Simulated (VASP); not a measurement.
Write the native input for VASP 6.6.1 that does the following.

```
Task                   : single point
Functional             : PBEsol
Potentials or basis    : VASP PAW PBE potentials, release 64 (Na_pv, I)
Cutoff                 : 500 eV
k mesh                 : 4 × 4 × 4
Occupations            : gaussian, width 0.01 eV
Spin                   : no spin polarisation
Dipole correction      : no
Further INCAR settings : ALGO = Normal; EDIFF = 1e-06; NBANDS = 14
```

The structure of NaI lies in POSCAR:

```
NaI
1.0
    0.0000000000      3.2364000000      3.2364000000
    3.2364000000      0.0000000000      3.2364000000
    3.2364000000      3.2364000000      0.0000000000
Na I
1 1
Direct
    0.0000000000      0.0000000000      0.0000000000
    0.5000000000      0.5000000000      0.5450000000
```

The input as run:

INCAR

```
ALGO = Normal
EDIFF = 1E-6
ENCUT = 500
GGA = PS
GGA_COMPAT = F
ISIF = 2
ISMEAR = 0
LASPH = T
LCHARG = F
LREAL = F
LWAVE = F
NBANDS = 14
NELM = 120
PREC = Accurate
SIGMA = 0.01
```

KPOINTS

```
k-points
0
Gamma
  4 4 4
```

Potentials or basis: VASP PAW PBE potentials, release 64 (Na_pv, I).

Launch:

```sh
$ cat potpaw_PBE.64/Na_pv/POTCAR potpaw_PBE.64/I/POTCAR > POTCAR
$ mpirun -np 1 vasp_std > vasp.out
```

Results of the run:

| Property | Result |
| --- | --- |
| Pressure | -0.2 GPa |
| Largest force | 0.182 eV/Å |
| Band gap on the k mesh | 3.51 eV |

Caveat: the k points lie up to 0.42 Å⁻¹ apart; the PAW data sets were made with another functional, which shifts forces and pressure a little; spin-orbit coupling is left out, which moves the levels of the heavy elements.

It took 26 s on 1 thread of Intel Xeon 8259CL (shared host), peak memory 0.21 GiB.
